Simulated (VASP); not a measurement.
Set up this calculation in VASP 6.6.1, as the native input.

* Task: single point
* Functional: PBE
* Dispersion: D3(BJ)
* Potentials or basis: VASP PAW PBE potentials, release 64 (Mg, O)
* Cutoff: 520 eV
* k mesh: 1 × 1 × 1
* Occupations: gaussian, width 0.05 eV
* Spin: no spin polarisation
* Dipole correction: no
* Further INCAR settings: LREAL = Auto; ALGO = Normal; EDIFF = 1e-06; NBANDS = 162

The structure of Mg32O31 (a cell with a defect) lies in POSCAR:

```
Mg32O31
1.0
    8.8332000000      0.0000000000      0.0000000000
    0.0000000000      8.8332000000      0.0000000000
    0.0000000000      0.0000000000      8.8332000000
Mg O
32 31
Direct
    0.5000056071     -0.0000056071     -0.0000056071
    0.7500000000      0.2500000000     -0.0023220371
    0.7500000000     -0.0023220371      0.2500000000
   -0.0000056071     -0.0000056071     -0.0000056071
    0.2500000000      0.2500000000     -0.0096644953
    0.5000056071      0.5000056071     -0.0000056071
    0.7500000000      0.7500000000     -0.0006617849
    0.2500000000     -0.0096644953      0.2500000000
    0.5096644953      0.2500000000      0.2500000000
    0.7500000000      0.5023220371      0.2500000000
    0.5000056071     -0.0000056071      0.5000056071
    0.7500000000      0.2500000000      0.5023220371
    0.7500000000     -0.0006617849      0.7500000000
   -0.0000056071      0.5000056071     -0.0000056071
    0.2500000000      0.7500000000     -0.0023220371
   -0.0096644953      0.2500000000      0.2500000000
    0.2500000000      0.5096644953      0.2500000000
    0.5023220371      0.7500000000      0.2500000000
   -0.0000056071     -0.0000056071      0.5000056071
    0.2500000000      0.2500000000      0.5096644953
    0.5000056071      0.5000056071      0.5000056071
    0.7500000000      0.7500000000      0.5006617849
    0.2500000000     -0.0023220371      0.7500000000
    0.5023220371      0.2500000000      0.7500000000
    0.7500000000      0.5006617849      0.7500000000
   -0.0023220371      0.7500000000      0.2500000000
   -0.0000056071      0.5000056071      0.5000056071
    0.2500000000      0.7500000000      0.5023220371
   -0.0023220371      0.2500000000      0.7500000000
    0.2500000000      0.5023220371      0.7500000000
    0.5006617849      0.7500000000      0.7500000000
   -0.0006617849      0.7500000000      0.7500000000
    0.7500000000      0.2500000000      0.2500000000
   -0.0006084938      0.5006084938      0.2500000000
   -0.0006084938      0.2500000000      0.5006084938
    0.5006084938      0.5006084938      0.2500000000
    0.7500000000      0.7500000000      0.2500000000
   -0.0006084938     -0.0006084938      0.2500000000
    0.5006084938      0.2500000000      0.5006084938
    0.7500000000      0.5000629571      0.5000629571
   -0.0000629571      0.7500000000      0.5000629571
    0.7500000000      0.2500000000      0.7500000000
   -0.0000629571      0.5000629571      0.7500000000
   -0.0006084938      0.2500000000     -0.0006084938
    0.2500000000      0.7500000000      0.2500000000
    0.5006084938     -0.0006084938      0.2500000000
    0.2500000000      0.5006084938      0.5006084938
    0.5000629571      0.7500000000      0.5000629571
    0.7500000000     -0.0000629571      0.5000629571
    0.2500000000      0.2500000000      0.7500000000
    0.5000629571      0.5000629571      0.7500000000
    0.7500000000      0.7500000000      0.7500000000
   -0.0000629571     -0.0000629571      0.7500000000
    0.5006084938      0.2500000000     -0.0006084938
    0.7500000000      0.5000629571     -0.0000629571
   -0.0000629571      0.7500000000     -0.0000629571
    0.2500000000     -0.0006084938      0.5006084938
    0.2500000000      0.7500000000      0.7500000000
    0.5000629571     -0.0000629571      0.7500000000
    0.2500000000      0.5006084938     -0.0006084938
    0.5000629571      0.7500000000     -0.0000629571
    0.7500000000     -0.0000629571     -0.0000629571
    0.2500000000     -0.0006084938     -0.0006084938
```

One way to write it, as run:

INCAR

```
PREC = Accurate
ENCUT = 520
EDIFF = 1E-6
ISMEAR = 0
SIGMA = 0.05
LREAL = Auto
LASPH = True
NELM = 100
ALGO = Normal
ISIF = 2
LWAVE = False
LCHARG = False
GGA = PE
IVDW = 12
NBANDS = 162
```

KPOINTS

```
Automatic mesh
0
Gamma
  1 1 1
```

Potentials or basis: VASP PAW PBE potentials, release 64 (Mg, O).

Run with:

```bash
$ cat potpaw_PBE.64/Mg/POTCAR potpaw_PBE.64/O/POTCAR > POTCAR
$ mpirun -np 1 vasp_gam > vasp.out
```

It gave:

```yaml
Pressure: -16.3 GPa
Largest_force: 0.027 eV/Å
Band_gap_on_the_k_mesh: 2.10 eV
Dispersion_energy_per_atom: -0.254 eV
```

Caveat: the k points lie up to 0.71 Å⁻¹ apart.

Run time: 7 min on 1 thread of Intel Xeon 8259CL, with other jobs on the host, peak memory 0.7 GiB.
